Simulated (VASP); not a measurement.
# BaTiO3 (Pm-3m) in VASP: notebook

Runs on BaTiO3. Level: PBE. Tasks: single point, relaxation of cell and atoms.

Program: VASP 6.6.1. These are calculated values, not measurements. Logs are shortened: lines on timing, memory, paths and dates and some standing lists are left out, and cuts for length are marked.

### 1 The cell of the first run

It takes space group Pm-3m (No. 221, cubic). The conventional cell has a = 4.019 Å, b = 4.019 Å, c = 4.019 Å, α = 90.00°, β = 90.00°, γ = 90.00°. Ba (site symmetry m-3m) has 12 O at 2.84 Å and 8 Ti at 3.48 Å within 3.7 Å. Within 2.7 Å of Ti (site symmetry m-3m) lie 6 O at 2.01 Å. O (site symmetry 4/mmm) has 2 Ti at 2.01 Å within 2.7 Å.

### 2 Single point, PBE

Contents of INCAR:

```
SYSTEM = BaTiO3
PREC = Accurate
ENCUT = 600
EDIFF = 1E-6
ISMEAR = 0
SIGMA = 0.02
LREAL = .FALSE.
LASPH = .TRUE.
NELM = 120
ALGO = Normal
ISIF = 2
LWAVE = .FALSE.
LCHARG = .FALSE.
GGA = PE
NBANDS = 51
GGA_COMPAT = .FALSE.
```

Contents of KPOINTS:

```
Automatic mesh
0
G
  6 6 6
  0 0 0
```

Contents of POSCAR:

```
BaTiO3
1.0
    0.0000000000      4.0192477480      4.0192477480
    4.0192477480      0.0000000000      4.0192477480
    4.0192477480      4.0192477480      0.0000000000
Ba Ti O
2 2 6
Direct
    0.2500000000      0.2500000000      0.2500000000
    0.7500000000      0.7500000000      0.7500000000
    0.0000000000      0.0000000000      0.0000000000
    0.5000000000      0.5000000000      0.5000000000
   -0.2500000000      0.2500000000      0.2500000000
    0.2500000000     -0.2500000000      0.2500000000
    0.2500000000      0.2500000000     -0.2500000000
    0.2500000000      0.7500000000      0.7500000000
    0.7500000000      0.2500000000      0.7500000000
    0.7500000000      0.7500000000      0.2500000000
```

Potentials or basis: VASP PAW PBE potentials, release 64 (Ba_sv, Ti_sv, O).

The run is started by

```
$ cat potpaw_PBE.64/Ba_sv/POTCAR potpaw_PBE.64/Ti_sv/POTCAR potpaw_PBE.64/O/POTCAR > POTCAR
$ mpirun -np 1 vasp_std > vasp.out
```

OUTCAR:

```text
SYSTEM = BaTiO3
   PREC = Accurate
   ENCUT = 600
   EDIFF = 1E-6
   ISMEAR = 0
   LREAL = .FALSE.
   LASPH = .TRUE.
   NELM = 120
   ISIF = 2
   GGA = PE

 ion  position               nearest neighbor table
   1  0.250  0.250  0.250-   5 2.84   6 2.84   7 2.84   7 2.84   8 2.84   9 2.84   6 2.84   8 2.84
                            10 2.84   5 2.84   9 2.84  10 2.84   4 3.48   3 3.48   3 3.48   4 3.48
   2  0.750  0.750  0.750-   8 2.84   9 2.84  10 2.84   5 2.84   6 2.84  10 2.84   5 2.84   7 2.84
                             9 2.84   6 2.84   7 2.84   8 2.84   3 3.48   4 3.48   4 3.48   3 3.48
   3  0.000  0.000  0.000-   5 2.01   6 2.01   7 2.01   8 2.01   9 2.01  10 2.01   2 3.48   2 3.48
                             1 3.48   2 3.48   2 3.48   1 3.48   1 3.48   1 3.48
   4  0.500  0.500  0.500-   5 2.01   6 2.01   7 2.01   8 2.01   9 2.01  10 2.01   1 3.48   1 3.48
                             1 3.48   2 3.48   1 3.48   2 3.48   2 3.48   2 3.48
   5  0.750  0.250  0.250-   3 2.01   4 2.01   1 2.84   2 2.84   2 2.84   1 2.84
   6  0.250  0.750  0.250-   3 2.01   4 2.01   1 2.84   2 2.84   1 2.84   2 2.84
   7  0.250  0.250  0.750-   3 2.01   4 2.01   1 2.84   1 2.84   2 2.84   2 2.84
   8  0.250  0.750  0.750-   3 2.01   4 2.01   2 2.84   1 2.84   1 2.84   2 2.84
   9  0.750  0.250  0.750-   3 2.01   4 2.01   2 2.84   1 2.84   2 2.84   1 2.84
  10  0.750  0.750  0.250-   3 2.01   4 2.01   2 2.84   2 2.84   1 2.84   1 2.84

  LATTYP: Found a face centered cubic cell.
 ALAT       =     8.0384954960

  Lattice vectors:

 A1 = (   0.0000000000,   4.0192477480,   4.0192477480)
 A2 = (   4.0192477480,   0.0000000000,   4.0192477480)
 A3 = (   4.0192477480,   4.0192477480,   0.0000000000)

Analysis of symmetry for initial positions (statically):
=====================================================================
 Subroutine PRICEL returns following result:

  LATTYP: Found a simple cubic cell.
 ALAT       =     4.0192477480

  Lattice vectors:

 A1 = (  -4.0192477480,   0.0000000000,   0.0000000000)
 A2 = (   0.0000000000,   0.0000000000,   4.0192477480)
 A3 = (   0.0000000000,   4.0192477480,   0.0000000000)

   2 primitive cells build up your supercell.

 Routine SETGRP: Setting up the symmetry group for a
 face centered cubic supercell.

 Subroutine GETGRP returns: Found 48 space group operations
 (whereof 48 operations were pure point group operations)
 out of a pool of 48 trial point group operations.

The static configuration has the point symmetry O_h .

Analysis of symmetry for dynamics (positions and initial velocities):
=====================================================================
 Subroutine PRICEL returns following result:

  LATTYP: Found a simple cubic cell.
 ALAT       =     4.0192477480

  Lattice vectors:

 A1 = (  -4.0192477480,   0.0000000000,   0.0000000000)
 A2 = (   0.0000000000,   0.0000000000,   4.0192477480)
 A3 = (   0.0000000000,   4.0192477480,   0.0000000000)

   2 primitive cells build up your supercell.

 Routine SETGRP: Setting up the symmetry group for a
 face centered cubic supercell.

 Subroutine GETGRP returns: Found 48 space group operations
 (whereof 48 operations were pure point group operations)
 out of a pool of 48 trial point group operations.

The dynamic configuration has the point symmetry O_h .

 Subroutine INISYM returns: Found 48 space group operations
 (whereof 48 operations are pure point group operations),
 and found     2 'primitive' translations

----------------------------------------------------------------------------------------

                                     Primitive cell

  volume of cell :      64.9283

  direct lattice vectors                    reciprocal lattice vectors
    -4.019247748  0.000000000  0.000000000    -0.248802777  0.000000000  0.000000000
     0.000000000  0.000000000  4.019247748     0.000000000  0.000000000  0.248802777
     0.000000000  4.019247748  0.000000000     0.000000000  0.248802777  0.000000000

  length of vectors
     4.019247748  4.019247748  4.019247748     0.248802777  0.248802777  0.248802777

  position of ions in fractional coordinates (direct lattice)
     0.500000000  0.500000000  0.500000000
     0.000000000  0.000000000  0.000000000
     0.500000000  0.000000000  0.000000000
     0.000000000  0.000000000  0.500000000
     0.000000000  0.500000000  0.000000000

  ion indices of the primitive-cell ions
   primitive index   ion index
                 1           1
                 2           3
                 3           5
                 4           6
                 5           7

----------------------------------------------------------------------------------------

 KPOINTS: Automatic mesh

Automatic generation of k-mesh.
 Grid dimensions read from file:
 generate k-points for:    6    6    6

 Generating k-lattice:

  Cartesian coordinates                     Fractional coordinates (reciprocal lattice)
    -0.020733565  0.020733565  0.020733565     0.166666667  0.000000000  0.000000000
     0.020733565 -0.020733565  0.020733565     0.000000000  0.166666667  0.000000000
     0.020733565  0.020733565 -0.020733565     0.000000000  0.000000000  0.166666667

  Length of vectors
     0.035911588  0.035911588  0.035911588

  Shift w.r.t. Gamma in fractional coordinates (k-lattice)
     0.000000000  0.000000000  0.000000000

 Subroutine IBZKPT returns following result:
 ===========================================

 Found     16 irreducible k-points:

 Following reciprocal coordinates:
            Coordinates               Weight
  0.000000  0.000000  0.000000      1.000000
  0.166667  0.000000  0.000000      8.000000
  0.333333  0.000000  0.000000      8.000000
  0.500000  0.000000  0.000000      4.000000
  0.166667  0.166667  0.000000      6.000000
  0.333333  0.166667  0.000000     24.000000
[... 8 lines left out ...]
 -0.333333  0.333333  0.166667     24.000000
 -0.333333  0.500000  0.166667     12.000000
   k-points           NKPTS =     16   k-points in BZ     NKDIM =     16   number of bands    NBANDS=     51
   number of dos      NEDOS =    301   number of ions     NIONS =     10
   total plane-waves  NPLWV = 110592
   dimension x,y,z NGX =    48 NGY =   48 NGZ =   48
   dimension x,y,z NGXF=    96 NGYF=   96 NGZF=   96
   ions per type =               2   2   6
   NGX,Y,Z   is equivalent  to a cutoff of  14.04, 14.04, 14.04 a.u.
   NGXF,Y,Z  is equivalent  to a cutoff of  28.08, 28.08, 28.08 a.u.
 SYSTEM =  BaTiO3
   PREC   = accura    normal or accurate (medium, high low for compatibility)
   ISTART =      0    job   : 0-new  1-cont  2-samecut
   ICHARG =      2    charge: 1-file 2-atom 10-const
   ISPIN  =      1    spin polarized calculation?
   LNONCOLLINEAR =      F non collinear calculations
   LSORBIT =      F    spin-orbit coupling
   LASPH  =      T    aspherical Exc in radial PAW
   ENCUT  =  600.0 eV  44.10 Ry    6.64 a.u.  11.35 11.35 11.35*2*pi/ulx,y,z
   NELM   =    120;   NELMIN=  2; NELMDL= -5     # of ELM steps
   EDIFF  = 0.1E-05   stopping-criterion for ELM
   LREAL  =      F    real-space projection
   EDIFFG = 0.1E-04   stopping-criterion for IOM
   NSW    =      0    number of steps for IOM
   IBRION =     -1    ionic relax: 0-MD 1-quasi-New 2-CG
   NFREE  =      0    steps in history (QN), initial steepest desc. (CG)
   ISIF   =      2    stress and relaxation
   ISYM   =      2    0-nonsym 1-usesym 2-fastsym
   POTIM  = 0.5000    time-step for ionic-motion
   TEBEG  =    0.0;   TEEND  =   0.0 temperature during run
   PSTRESS=    0.0 pullay stress
   NELECT =      80.0000    total number of electrons
   NUPDOWN=      -1.0000    fix difference up-down
   EMIN   =  10.00;   EMAX   =-10.00  energy-range for DOS
   EFERMI =   0.00;   METHOD = LEGACY
   ISMEAR =     0;   SIGMA  =   0.02  broadening in eV -4-tet -1-fermi 0-gaus
   EFERMI_NEDOS =   21; number of points for ismear=-14 and -15
   IALGO  =     38    algorithm
   IMIX   =      4    mixing-type and parameters
     AMIX     =   0.40;   BMIX     =  1.00
     AMIX_MAG =   1.60;   BMIX_MAG =  1.00
  volume/ion in A,a.u.               =      12.99        87.63
  Fermi-wavevector in a.u.,A,eV,Ry     =   1.392997  2.632382 26.401282  1.940439
  Thomas-Fermi vector in A             =   2.516685
   LORBIT       =      0    0 simple, 1 ext, 2 COOP (PROOUT), +10 PAW based schemes
   GGA     = PE    functional components
   LHFCALC =     F    Hartree Fock is set to
   AEXX    =    0.0000 exact exchange contribution
   IVDW    =     0    specifies the selected vdW correction
   LEPSILON=     F    determine dielectric tensor
   LRPA    =     F    only Hartree local field effects (RPA)
 non-spin polarized calculation
 Gauss-broadening in eV      SIGMA  =   0.02
  energy-cutoff  :      600.00
  volume of cell :      129.86
 maximum number of plane-waves:      4356
 NGX is ok and might be reduce to    48
   NGX = 23   NGY = 23   NGZ = 23

 number of electron      79.9999996 magnetization

 Free energy of the ion-electron system (eV)
  ---------------------------------------------------
  ext. energy  EPLUGINS =         0.00000000
  ---------------------------------------------------
  free energy    TOTEN  =       -79.97674681 eV

  energy without entropy =      -79.97674681  energy(sigma->0) =      -79.97674681

 E-fermi :   3.9448     XC(G=0): -11.1939

 val. band max:        3.7361104204   @ k =   0.0000   0.0000   0.0000
 cond. band min:       5.4570568163   @ k =   0.0000   0.0000   0.0000
 fundamental gap:      1.7209463960
 Fermi energy:         3.9448211246

 k-point     1 :       0.0000    0.0000    0.0000
  band No.  band energies     occupation
      1     -52.9535      2.00000
      2     -52.9507      2.00000
      3     -29.2017      2.00000
      4     -29.2017      2.00000
      5     -29.2017      2.00000
      6     -29.1581      2.00000
[... 43 lines left out ...]
     50       8.7740      0.00000
     51      10.4052      0.00000
[... 808 lines left out ...]
     50      10.8072      0.00000
     51      11.0396      0.00000

------------------------ aborting loop because EDIFF is reached ----------------------------------------

  FORCE on cell =-STRESS in cart. coord.  units (eV):
  Direction    XX          YY          ZZ          XY          YZ          ZX
  --------------------------------------------------------------------------------------
  -------------------------------------------------------------------------------------
  Total        1.2523625      1.2523625      1.2523625      0.0000000      0.0000000     -0.0000000
  in kB       15.4517013     15.4517013     15.4517013      0.0000000      0.0000000     -0.0000000
  external PRESSURE =      15.4517013 kB  Pullay stress =       0.0000000 kB

 VOLUME and BASIS-vectors are now :
 -----------------------------------------------------------------------------
  energy-cutoff  :      600.00
  volume of cell :      129.86
      direct lattice vectors                 reciprocal lattice vectors
     0.000000000  4.019247748  4.019247748    -0.124401388  0.124401388  0.124401388
     4.019247748  0.000000000  4.019247748     0.124401388 -0.124401388  0.124401388
     4.019247748  4.019247748  0.000000000     0.124401388  0.124401388 -0.124401388

 POSITION                                       TOTAL-FORCE (eV/Angst)
 -----------------------------------------------------------------------------------
      2.00962      2.00962      2.00962         0.000000      0.000000      0.000000
      6.02887      6.02887      6.02887        -0.000000     -0.000000     -0.000000
      0.00000      0.00000      0.00000         0.000000     -0.000000      0.000000
      4.01925      4.01925      4.01925         0.000000      0.000000     -0.000000
      2.00962      4.01925      4.01925        -0.000000     -0.000000     -0.000000
      4.01925      2.00962      4.01925        -0.000000      0.000000      0.000000
      4.01925      4.01925      2.00962         0.000000      0.000000     -0.000000
      6.02887      4.01925      4.01925         0.000000      0.000000      0.000000
      4.01925      6.02887      4.01925         0.000000     -0.000000     -0.000000
      4.01925      4.01925      6.02887        -0.000000     -0.000000     -0.000000
 -----------------------------------------------------------------------------------
    total drift:                                0.000000     -0.000000     -0.000000

  FREE ENERGIE OF THE ION-ELECTRON SYSTEM (eV)
  ---------------------------------------------------
  free  energy   TOTEN  =       -79.9767468109 eV

  energy  without entropy=      -79.9767468109  energy(sigma->0) =      -79.97674681
```

Wall time 2.6 min (1 thread of Oxide Virtual Turin-like, shared host); peak memory 0.35 GiB.

What came out:

```yaml
Free_energy: -79.9767 eV
Pressure: 1.5 GPa
Band_gap_on_the_k_mesh: 1.72 eV
```

Caveat: spin-orbit coupling is left out, which moves the levels of the heavy elements.

(Continued in part 2 of 3.)
